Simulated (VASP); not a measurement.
# Zr5N (F-43m) in VASP: notebook

Zr5N is run at these levels: PBE; tasks: relaxation of cell and atoms, single point.

Program: VASP 6.6.1. These are calculated values, not measurements. Logs are shortened: lines on timing, memory, paths and dates and some standing lists are left out, and cuts for length are marked.

**1. The cell of the first run**

Symmetry: F-43m, No. 216, cubic system. The conventional cell has a = 7.411 Å, b = 7.411 Å, c = 7.411 Å, α = 90.00°, β = 90.00°, γ = 90.00°. Zr (site symmetry -43m) has 12 Zr at 3.04 Å and 6 N at 3.71 Å within 4.0 Å. Within 2.5 Å of Zr (site symmetry 3m) lie 1 N at 1.89 Å and 3 Zr at 2.16 Å. N (site symmetry -43m) has 4 Zr at 1.89 Å within 2.5 Å.

The cell was built from a structure type or drawn by symmetry, and may not be a known phase.

**2. Relaxation of cell and atoms, PBE**

INCAR reads:

```
PREC = Accurate ; ENCUT = 600
EDIFF = 1E-6 ; ISMEAR = 0
SIGMA = 0.1 ; LREAL = False
LASPH = True ; NELM = 60
ALGO = Normal ; ISIF = 3
LWAVE = False ; LCHARG = False
GGA = PE ; IBRION = 2
NSW = 90 ; EDIFFG = -0.04
```

KPOINTS reads:

```
regular mesh
0
Gamma
  4 4 4
```

POSCAR reads:

```
Zr5N
1.0
    0.0000000000      3.7053301100      3.7053301100
    3.7053301100      0.0000000000      3.7053301100
    3.7053301100      3.7053301100      0.0000000000
Zr N
5 1
Direct
    0.7500000000      0.7500000000      0.7500000000
    0.1028672500      0.1028672500      0.1028672500
    0.1028672500      0.1028672500      0.6913982600
    0.1028672500      0.6913982600      0.1028672500
    0.6913982600      0.1028672500      0.1028672500
    0.2500000000      0.2500000000      0.2500000000
```

Potentials or basis: VASP PAW PBE potentials, release 64 (Zr_sv, N).

On the command line:

```bash
cat potpaw_PBE.64/Zr_sv/POTCAR potpaw_PBE.64/N/POTCAR > POTCAR
mpirun -np 1 vasp_std > vasp.out
```

OUTCAR:

```text
PREC = Accurate
   ENCUT = 600
   EDIFF = 1E-6
   ISMEAR = 0
   LREAL = False
   LASPH = True
   NELM = 60
   ISIF = 3
   GGA = PE
   IBRION = 2
   NSW = 90
   EDIFFG = -0.04

 ion  position               nearest neighbor table
   1  0.750  0.750  0.750-   4 3.04   5 3.04   3 3.04   3 3.04   5 3.04   4 3.04   2 3.04   2 3.04
                             2 3.04   5 3.04   4 3.04   3 3.04
   2  0.103  0.103  0.103-   6 1.89   4 2.16   5 2.16   3 2.16   1 3.04   1 3.04   1 3.04   5 3.08
                             3 3.08   4 3.08
   3  0.103  0.103  0.691-   6 1.89   4 2.16   5 2.16   2 2.16   1 3.04   1 3.04   1 3.04   4 3.08
                             5 3.08   2 3.08
   4  0.103  0.691  0.103-   6 1.89   3 2.16   5 2.16   2 2.16   1 3.04   1 3.04   1 3.04   5 3.08
                             3 3.08   2 3.08
   5  0.691  0.103  0.103-   6 1.89   3 2.16   4 2.16   2 2.16   1 3.04   1 3.04   1 3.04   4 3.08
                             3 3.08   2 3.08
   6  0.250  0.250  0.250-   2 1.89   3 1.89   4 1.89   5 1.89

  LATTYP: Found a face centered cubic cell.
 ALAT       =     7.4106602200

  Lattice vectors:

 A1 = (   0.0000000000,   3.7053301100,   3.7053301100)
 A2 = (   3.7053301100,   0.0000000000,   3.7053301100)
 A3 = (   3.7053301100,   3.7053301100,   0.0000000000)

Analysis of symmetry for initial positions (statically):
=====================================================================
 Subroutine PRICEL returns:
 Original cell was already a primitive cell.

 Routine SETGRP: Setting up the symmetry group for a
 face centered cubic supercell.

 Subroutine GETGRP returns: Found 24 space group operations
 (whereof 24 operations were pure point group operations)
 out of a pool of 48 trial point group operations.

The static configuration has the point symmetry T_d .

Analysis of symmetry for dynamics (positions and initial velocities):
=====================================================================
 Subroutine PRICEL returns:
 Original cell was already a primitive cell.

 Routine SETGRP: Setting up the symmetry group for a
 face centered cubic supercell.

 Subroutine GETGRP returns: Found 24 space group operations
 (whereof 24 operations were pure point group operations)
 out of a pool of 48 trial point group operations.

The dynamic configuration has the point symmetry T_d .

 Subroutine INISYM returns: Found 24 space group operations
 (whereof 24 operations are pure point group operations),
 and found     1 'primitive' translations

----------------------------------------------------------------------------------------

                                     Primitive cell

  volume of cell :     101.7444

  direct lattice vectors                    reciprocal lattice vectors
     0.000000000  3.705330110  3.705330110    -0.134940744  0.134940744  0.134940744
     3.705330110  0.000000000  3.705330110     0.134940744 -0.134940744  0.134940744
     3.705330110  3.705330110  0.000000000     0.134940744  0.134940744 -0.134940744

  length of vectors
     5.240128095  5.240128095  5.240128095     0.233724224  0.233724224  0.233724224

  position of ions in fractional coordinates (direct lattice)
     0.750000000  0.750000000  0.750000000
     0.102867250  0.102867250  0.102867250
     0.102867250  0.102867250  0.691398260
     0.102867250  0.691398260  0.102867250
     0.691398260  0.102867250  0.102867250
     0.250000000  0.250000000  0.250000000

  ion indices of the primitive-cell ions
   primitive index   ion index
                 1           1
                 2           2
                 3           3
                 4           4
                 5           5
                 6           6

----------------------------------------------------------------------------------------

 KPOINTS: regular mesh

Automatic generation of k-mesh.
 Grid dimensions read from file:
 generate k-points for:    4    4    4

 Generating k-lattice:

  Cartesian coordinates                     Fractional coordinates (reciprocal lattice)
    -0.033735186  0.033735186  0.033735186     0.250000000  0.000000000  0.000000000
     0.033735186 -0.033735186  0.033735186     0.000000000  0.250000000  0.000000000
     0.033735186  0.033735186 -0.033735186     0.000000000  0.000000000  0.250000000

  Length of vectors
     0.058431056  0.058431056  0.058431056

  Shift w.r.t. Gamma in fractional coordinates (k-lattice)
     0.000000000  0.000000000  0.000000000

 Subroutine IBZKPT returns following result:
 ===========================================

 Found      8 irreducible k-points:

 Following reciprocal coordinates:
            Coordinates               Weight
  0.000000  0.000000  0.000000      1.000000
  0.250000  0.000000  0.000000      8.000000
  0.500000  0.000000  0.000000      4.000000
  0.250000  0.250000  0.000000      6.000000
  0.500000  0.250000  0.000000     24.000000
 -0.250000  0.250000  0.000000     12.000000
  0.500000  0.500000  0.000000      3.000000
 -0.250000  0.500000  0.250000      6.000000
   k-points           NKPTS =      8   k-points in BZ     NKDIM =      8   number of bands    NBANDS=     39
   number of dos      NEDOS =    301   number of ions     NIONS =      6
   total plane-waves  NPLWV =  74088
   dimension x,y,z NGX =    42 NGY =   42 NGZ =   42
   dimension x,y,z NGXF=    84 NGYF=   84 NGZF=   84
   ions per type =               5   1
   NGX,Y,Z   is equivalent  to a cutoff of  13.32, 13.32, 13.32 a.u.
   NGXF,Y,Z  is equivalent  to a cutoff of  26.65, 26.65, 26.65 a.u.
 SYSTEM =  unknown system
   PREC   = accura    normal or accurate (medium, high low for compatibility)
   ISTART =      0    job   : 0-new  1-cont  2-samecut
   ICHARG =      2    charge: 1-file 2-atom 10-const
   ISPIN  =      1    spin polarized calculation?
   LNONCOLLINEAR =      F non collinear calculations
   LSORBIT =      F    spin-orbit coupling
   LASPH  =      T    aspherical Exc in radial PAW
   ENCUT  =  600.0 eV  44.10 Ry    6.64 a.u.  10.47 10.47 10.47*2*pi/ulx,y,z
   NELM   =     60;   NELMIN=  2; NELMDL= -5     # of ELM steps
   EDIFF  = 0.1E-05   stopping-criterion for ELM
   LREAL  =      F    real-space projection
   EDIFFG = -.4E-01   stopping-criterion for IOM
   NSW    =     90    number of steps for IOM
   IBRION =      2    ionic relax: 0-MD 1-quasi-New 2-CG
   NFREE  =      1    steps in history (QN), initial steepest desc. (CG)
   ISIF   =      3    stress and relaxation
   ISYM   =      2    0-nonsym 1-usesym 2-fastsym
   POTIM  = 0.5000    time-step for ionic-motion
   TEBEG  =    0.0;   TEEND  =   0.0 temperature during run
   PSTRESS=    0.0 pullay stress
   NELECT =      65.0000    total number of electrons
   NUPDOWN=      -1.0000    fix difference up-down
   EMIN   =  10.00;   EMAX   =-10.00  energy-range for DOS
   EFERMI =   0.00;   METHOD = LEGACY
   ISMEAR =     0;   SIGMA  =   0.10  broadening in eV -4-tet -1-fermi 0-gaus
   EFERMI_NEDOS =   21; number of points for ismear=-14 and -15
   IALGO  =     38    algorithm
   IMIX   =      4    mixing-type and parameters
     AMIX     =   0.40;   BMIX     =  1.00
     AMIX_MAG =   1.60;   BMIX_MAG =  1.00
  volume/ion in A,a.u.               =      16.96       114.43
  Fermi-wavevector in a.u.,A,eV,Ry     =   1.409967  2.664452 27.048489  1.988008
  Thomas-Fermi vector in A             =   2.531969
   LORBIT       =      0    0 simple, 1 ext, 2 COOP (PROOUT), +10 PAW based schemes
   GGA     = PE    functional components
   LHFCALC =     F    Hartree Fock is set to
   AEXX    =    0.0000 exact exchange contribution
   IVDW    =     0    specifies the selected vdW correction
   LEPSILON=     F    determine dielectric tensor
   LRPA    =     F    only Hartree local field effects (RPA)
 conjugate gradient relaxation of ions
 non-spin polarized calculation
 Gauss-broadening in eV      SIGMA  =   0.10
  energy-cutoff  :      600.00
  volume of cell :      101.74
 maximum number of plane-waves:      3479
 NGX is ok and might be reduce to    42
   NGX = 21   NGY = 21   NGZ = 21

--------------------------------------- Ionic step        1  -------------------------------------------

 number of electron      65.0000000 magnetization

 Free energy of the ion-electron system (eV)
  ---------------------------------------------------
  ext. energy  EPLUGINS =         0.00000000
  ---------------------------------------------------
  free energy    TOTEN  =       -32.14452745 eV

  energy without entropy =      -32.11816149  energy(sigma->0) =      -32.13134447

 E-fermi :  10.5462     XC(G=0): -11.5546

 val. band max:       10.4880090319   @ k =   0.2500   0.2500   0.0000
 cond. band min:      10.6032206708   @ k =   0.5000   0.0000   0.0000
 fundamental gap:      0.1152116390
 Fermi energy:        10.5461531524

 k-point     1 :       0.0000    0.0000    0.0000
  band No.  band energies     occupation
      1     -40.1533      2.00000
      2     -37.8710      2.00000
      3     -37.3883      2.00000
      4     -37.3883      2.00000
      5     -37.3883      2.00000
      6     -21.6668      2.00000
[... 438 lines left out ...]
  FREE ENERGIE OF THE ION-ELECTRON SYSTEM (eV)
  ---------------------------------------------------
  free  energy   TOTEN  =       -21.8832129625 eV

  energy  without entropy=      -21.7632260490  energy(sigma->0) =      -21.82321951

 E-fermi :  -0.1841     XC(G=0):  -5.7480

 val. band max:       -0.2108589292   @ k =  -0.2500   0.5000   0.2500
 cond. band min:      -0.1823280605   @ k =   0.5000   0.0000   0.0000
 fundamental gap:      0.0285308687
 Fermi energy:        -0.1840543940

 k-point     1 :       0.0000    0.0000    0.0000
  band No.  band energies     occupation
      1     -51.0330      2.00000
      2     -50.9167      2.00000
      3     -50.9158      2.00000
      4     -50.9158      2.00000
      5     -50.9158      2.00000
      6     -28.9684      2.00000
[... 325 lines left out ...]
     38       0.0750      0.00025
     39       0.0879      0.00012

 E-fermi :   3.7765     XC(G=0):  -8.5938

 val. band max:        3.7580328362   @ k =  -0.2500   0.2500   0.0000
 cond. band min:       3.7904138729   @ k =   0.5000   0.0000   0.0000
 fundamental gap:      0.0323810367
 Fermi energy:         3.7765349170

 k-point     1 :       0.0000    0.0000    0.0000
  band No.  band energies     occupation
      1     -46.1312      2.00000
      2     -45.3746      2.00000
      3     -45.2773      2.00000
      4     -45.2773      2.00000
      5     -45.2773      2.00000
      6     -24.4995      2.00000
[... 325 lines left out ...]
     38       4.5731      0.00000
     39       4.8646      0.00000

[... ionic steps 4 to 13 ...]

--------------------------------------- Ionic step       14  -------------------------------------------

 number of electron      64.9999999 magnetization

------------------------ aborting loop because EDIFF is reached ----------------------------------------
[... 75 lines left out ...]
--------------------------------------- Ionic step       16  -------------------------------------------

 number of electron      64.9999999 magnetization

 Free energy of the ion-electron system (eV)
  ---------------------------------------------------
  ext. energy  EPLUGINS =         0.00000000
  ---------------------------------------------------
  free energy    TOTEN  =       -47.87077041 eV

  energy without entropy =      -47.83548262  energy(sigma->0) =      -47.85312652

 E-fermi :   4.8775     XC(G=0):  -9.2121

 val. band max:        4.8472622770   @ k =   0.0000   0.0000   0.0000
 cond. band min:       4.9245844813   @ k =   0.5000   0.2500   0.0000
 fundamental gap:      0.0773222043
 Fermi energy:         4.8774586537

 k-point     1 :       0.0000    0.0000    0.0000
  band No.  band energies     occupation
      1     -44.5131      2.00000
      2     -43.8416      2.00000
      3     -43.6887      2.00000
      4     -43.6887      2.00000
      5     -43.6887      2.00000
      6     -22.8184      2.00000
[... 358 lines left out ...]
  FREE ENERGIE OF THE ION-ELECTRON SYSTEM (eV)
  ---------------------------------------------------
  free  energy   TOTEN  =       -47.8707704088 eV

  energy  without entropy=      -47.8354826241  energy(sigma->0) =      -47.85312652

 reached required accuracy - stopping structural energy minimisation
```

It took 9.9 min on 1 thread of Intel Xeon 6975P-C (Granite Rapids), shared host; peak memory 0.27 GiB.

Results:

```yaml
Free_energy: -47.8708 eV
Relaxed_volume: 29.37 Å³/atom
Relaxed_cell: a = 6.293 Å, b = 6.293 Å, c = 6.293 Å, α = 60.00°, β = 60.00°, γ = 60.00°
Space_group_after_relaxing_to_0.1_Å: F-43m (No. 216)
Pressure_after_relaxing: 0.0 GPa
Largest_force_after_relaxing: 0.012 eV/Å
Band_gap_on_the_k_mesh: zero (an odd number of electrons rules out a gap without spin polarisation)
```

Forces in eV/Å, atoms in the order of the input:
```
Zr   0.000  0.000  0.000
Zr  -0.007 -0.007 -0.007
Zr   0.007  0.007 -0.007
Zr   0.007 -0.007  0.007
Zr  -0.007  0.007  0.007
N    0.000  0.000  0.000
```

Final structure:
```cif
data_structure
_symmetry_space_group_name_H-M 'P 1'
_symmetry_Int_Tables_number 1
_cell_length_a 6.2928
_cell_length_b 6.2928
_cell_length_c 6.2928
_cell_angle_alpha 60.000
_cell_angle_beta 60.000
_cell_angle_gamma 60.000
_cell_volume 176.21
loop_
_atom_site_label
_atom_site_type_symbol
_atom_site_fract_x
_atom_site_fract_y
_atom_site_fract_z
_atom_site_occupancy
Zr1 Zr 0.75000 0.75000 0.75000 1
Zr2 Zr 0.11731 0.11731 0.11731 1
Zr3 Zr 0.11731 0.11731 0.64808 1
Zr4 Zr 0.11731 0.64808 0.11731 1
Zr5 Zr 0.64808 0.11731 0.11731 1
N1 N 0.25000 0.25000 0.25000 1
```

Levels at points of the mesh, in eV from the Fermi level:
```
           k point  band 29  band 30  band 31  band 32  band 33  band 34  band 35  band 36
(0.00, 0.00, 0.00)    -0.38    -0.38    -0.24    -0.24    -0.24    -0.03     0.94     0.94
(0.50, 0.00, 0.00)    -0.59    -0.29    -0.29    -0.28     0.33     0.33     0.55     0.55
(0.50, 0.50, 0.00)    -0.71    -0.58    -0.19     0.09     0.09     0.20     0.20     1.08
```

Caveat: the k points lie up to 0.31 Å⁻¹ apart in the final cell, too coarse for converged energies and pressures of a metal; the volume moved by over 15 % at a fixed basis, so the end points are rough.

**3. Single point, PBE**

This run uses another cell than the first one, of 29.47 Å³/atom.

INCAR reads:

```
SYSTEM = Zr5N
PREC = Accurate
ENCUT = 520
EDIFF = 1E-6
ISMEAR = 0
SIGMA = 0.1
LREAL = .FALSE.
LASPH = .TRUE.
NELM = 60
ALGO = Normal
ISIF = 2
LWAVE = .FALSE.
LCHARG = .TRUE.
GGA = PE
LELF = .TRUE.
LVHAR = .TRUE.
NBANDS = 42
```

KPOINTS reads:

```
Automatic mesh
0
G
  8 8 8
  0 0 0
```

POSCAR reads:

```
Zr5N
1.0
    0.0000000000      4.4547122458      4.4547122458
    4.4547122458      0.0000000000      4.4547122458
    4.4547122458      4.4547122458      0.0000000000
Zr N
5 1
Direct
    0.2500000000      0.2500000000      0.2500000000
    0.8826693991      0.3519918027      0.8826693991
    0.8826693991      0.8826693991      0.8826693991
    0.3519918027      0.8826693991      0.8826693991
    0.8826693991      0.8826693991      0.3519918027
    0.7500000000      0.7500000000      0.7500000000
```

Potentials or basis: VASP PAW PBE potentials, release 64 (Zr_sv, N).

On the command line:

```bash
cat potpaw_PBE.64/Zr_sv/POTCAR potpaw_PBE.64/N/POTCAR > POTCAR
mpirun -np 1 vasp_std > vasp.out
```

Wall time 3.3 min (1 thread of Intel Xeon 6975P-C (Granite Rapids), shared host); peak memory 0.38 GiB.

Results (log left out):

```yaml
Free_energy: -47.9457 eV
Pressure: 0.1 GPa
Largest_force: 0.026 eV/Å
Band_gap_on_the_k_mesh: zero (an odd number of electrons rules out a gap without spin polarisation)
```

Forces on the atoms (eV/Å):
```
Zr   0.000  0.000  0.000
Zr  -0.015  0.015 -0.015
Zr   0.015  0.015  0.015
Zr   0.015 -0.015 -0.015
Zr  -0.015 -0.015  0.015
N    0.000  0.000  0.000
```

Levels at points of the mesh, in eV from the Fermi level:
| k point | band 29 | band 30 | band 31 | band 32 | band 33 | band 34 | band 35 | band 36 |
| --- | --- | --- | --- | --- | --- | --- | --- | --- |
| (0.00, 0.00, 0.00) | -0.38 | -0.38 | -0.25 | -0.25 | -0.25 | -0.05 | 0.93 | 0.93 |
| (0.50, 0.00, 0.00) | -0.59 | -0.30 | -0.30 | -0.29 | 0.32 | 0.32 | 0.54 | 0.54 |
| (0.50, 0.50, 0.00) | -0.72 | -0.58 | -0.20 | 0.08 | 0.09 | 0.19 | 0.19 | 1.07 |

**4. Relaxation of cell and atoms, PBE**

This run uses another cell than the first one, of 29.45 Å³/atom.

INCAR reads:

```
  PREC = Accurate
  ENCUT = 600
  EDIFF = 1E-6
  ISMEAR = 0
  SIGMA = 0.1
  LREAL = False
  LASPH = True
  NELM = 60
  ALGO = Normal
  ISIF = 3
  LWAVE = False
  LCHARG = False
  GGA = PE
  IBRION = 2
  NSW = 100
  EDIFFG = -0.01
```

KPOINTS reads:

```
Automatic mesh
0
Gamma
  8 8 8
```

POSCAR reads:

```
Zr5N
1.0
    0.0000000000      4.4540946936      4.4540946936
    4.4540946936      0.0000000000      4.4540946936
    4.4540946936      4.4540946936      0.0000000000
Zr N
5 1
Direct
    0.2500000000      0.2500000000      0.2500000000
    0.8826032135      0.3521903594      0.8826032135
    0.8826032135      0.8826032135      0.8826032135
    0.3521903594      0.8826032135      0.8826032135
    0.8826032135      0.8826032135      0.3521903594
    0.7500000000      0.7500000000      0.7500000000
```

On the command line:

```bash
cat potpaw_PBE.64/Zr_sv/POTCAR potpaw_PBE.64/N/POTCAR > POTCAR
mpirun -np 1 vasp_std > vasp.out
```

It took 7.2 min on 1 thread of Intel Xeon 6975P-C (Granite Rapids), shared host; peak memory 0.47 GiB.

The run converged. Its results:

* Free energy: -47.9468 eV
* Relaxed volume: 29.49 Å³/atom
* Relaxed cell: a = 6.302 Å, b = 6.302 Å, c = 6.302 Å, α = 60.00°, β = 60.00°, γ = 60.00°
* Space group after relaxing (to 0.1 Å): F-43m (No. 216)
* Energy gained by relaxing: 0.0 meV/atom
* Ionic steps: 3
* Pressure after relaxing: 0.0 GPa
* Band gap on the k mesh: zero (an odd number of electrons rules out a gap without spin polarisation)

Step by step:
```tsv
step	energy change (eV)	largest force (eV/Å)	pressure (GPa)	volume (Å³)
1	0.0000	0.0669	0.10	176.73
2	0.0000	0.0666	-0.12	177.19
3	-0.0003	0.0017	-0.01	176.95
```

Final structure:
```yaml
crystal:
  lattice:
    - [0.00000, 4.45597, 4.45597]
    - [4.45597, 0.00000, 4.45597]
    - [4.45597, 4.45597, 0.00000]
  atoms:
    - { symbol: Zr, position: [0.25000, 0.25000, 0.25000] }
    - { symbol: Zr, position: [0.88271, 0.35188, 0.88271] }
    - { symbol: Zr, position: [0.88271, 0.88271, 0.88271] }
    - { symbol: Zr, position: [0.35188, 0.88271, 0.88271] }
    - { symbol: Zr, position: [0.88271, 0.88271, 0.35188] }
    - { symbol: N, position: [0.75000, 0.75000, 0.75000] }
```

Levels at points of the mesh, in eV from the Fermi level:
| k point | band 30 | band 31 | band 32 | band 33 | band 34 | band 35 |
| --- | --- | --- | --- | --- | --- | --- |
| (0.00, 0.00, 0.00) | -0.38 | -0.25 | -0.25 | -0.25 | -0.05 | 0.93 |
| (0.50, 0.00, 0.00) | -0.29 | -0.29 | -0.29 | 0.32 | 0.32 | 0.54 |
| (0.50, 0.50, 0.00) | -0.58 | -0.20 | 0.08 | 0.09 | 0.19 | 0.19 |

**5. The runs side by side**

```tsv
task	cell	k mesh	cutoff (eV)	gap on the mesh (eV)	pressure (GPa)	relaxed volume (Å³/atom)	largest force (eV/Å)
relaxation of cell and atoms	relaxed from a = 5.240 Å, angles 60.0°, 6 atoms, atomic positions A	4 × 4 × 4	600	none	0.0	29.37	0.01
single point	a = 6.300 Å, angles 60.0°, 6 atoms, atomic positions B	8 × 8 × 8	520	none	0.1	-	0.03
relaxation of cell and atoms	relaxed from a = 6.299 Å, angles 60.0°, 6 atoms, atomic positions B	8 × 8 × 8	600	none	0.0	29.49	-
```

Alike in all rows: level PBE; potentials or basis VASP PAW PBE potentials, release 64 (Zr_sv, N); no spin polarisation; smearing gaussian 0.1 eV.

Caveats: some runs use coarse meshes; the volume moved by over 15 % at a fixed basis, so the end points are rough (at least some runs).

Total energies depend on the potentials used, so only differences within one code and one set of settings carry meaning.
